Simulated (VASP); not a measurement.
Pd, 1 atom in the cell. It takes space group Im-3m (No. 229, cubic). The conventional cell has a = 3.080 Å, b = 3.080 Å, c = 3.080 Å, α = 90.00°, β = 90.00°, γ = 90.00°. Pd (site symmetry m-3m) has 14 Pd at 2.67 to 3.08 Å within 3.5 Å.  This cell differs from its parent crystal: volume scaled by 0.94.

| Quantity | Value |
| --- | --- |
| Program | VASP 6.6.1 |
| Task | single point |
| Functional | PBE |
| Potentials or basis | VASP PAW PBE potentials, release 64 (Pd) |
| Cutoff | 520 eV |
| k mesh | 12 × 12 × 12 |
| Occupations | fermi-dirac, width 0.05 eV |
| Spin | no spin polarisation |
| Dipole correction | no |
| Further INCAR settings | ALGO = Normal; EDIFF = 1e-06; NBANDS = 11 |

Potentials or basis: VASP PAW PBE potentials, release 64 (Pd).

The run is started by

```console
$ cat potpaw_PBE.64/Pd/POTCAR > POTCAR
$ mpirun -np 1 vasp_std > vasp.out
```

Hardware: 1 thread of Intel(R) Xeon(R) 6975P-C (Granite Rapids) (shared host).

Problem. How long does it take, and how much memory?

Solution. It took 4.2 s on 1 thread of Intel(R) Xeon(R) 6975P-C (Granite Rapids) (shared host), peak memory 0.13 GiB. Counts: scf iterations 11, k points 72.
